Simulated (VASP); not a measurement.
A run of VASP 6.6.1:

POSCAR

```
NiO
1.0
    2.0671876208      2.0671876208      0.0000000000
   -2.0671876208      2.0671876208      0.0000000000
    0.0000000000      0.0000000000      4.4399128137
Ni O
2 2
Direct
    0.0000000000      0.0000000000      0.0000000000
    0.5000000000      0.5000000000      0.5000000000
    0.5000000000      0.5000000000      0.0000000000
    0.0000000000      0.0000000000      0.5000000000
```

File INCAR.step1:

```
ALGO = Normal ; EDIFF = 1E-4
ENCUT = 520 ; GGA = PE
ISMEAR = 0 ; ISPIN = 2
LASPH = T ; LCHARG = F
LMAXMIX = 4 ; LREAL = F
LWAVE = T ; MAGMOM = 1.84 1.84 0.31 0.31
NBANDS = 28 ; NELM = 150
PREC = Accurate ; SIGMA = 0.02
```

INCAR.step2

```
ALGO = Normal ; EDIFF = 1E-6
ENCUT = 520 ; ISIF = 2
ISMEAR = 0 ; ISPIN = 2
ISTART = 1 ; LASPH = T
LCHARG = F ; LMAXMIX = 4
LMIXTAU = T ; LORBIT = 11
LREAL = F ; LWAVE = F
MAGMOM = 1.84 1.84 0.31 0.31 ; METAGGA = R2SCAN
NBANDS = 28 ; NELM = 150
PREC = Accurate ; SIGMA = 0.02
```

File KPOINTS:

```
k-points
0
Gamma
  10 10 8
```

Potentials or basis: VASP PAW PBE potentials, release 64 (Ni, O).

The run is started by

```sh
$ cat potpaw_PBE.64/Ni/POTCAR potpaw_PBE.64/O/POTCAR > POTCAR
$ cp INCAR.step1 INCAR
$ mpirun -np 1 vasp_std > vasp.out
$ cp INCAR.step2 INCAR
$ mpirun -np 1 vasp_std > vasp.out
```

Hardware: 1 thread of Intel(R) Xeon(R) Platinum 8488C (Sapphire Rapids) (shared host).

**Question.** Estimate the wall time of this run.

**Answer.** It took 7.5 min on 1 thread of Intel(R) Xeon(R) Platinum 8488C (Sapphire Rapids), on a shared host, peak memory 0.29 GiB. Counts: k points 105.
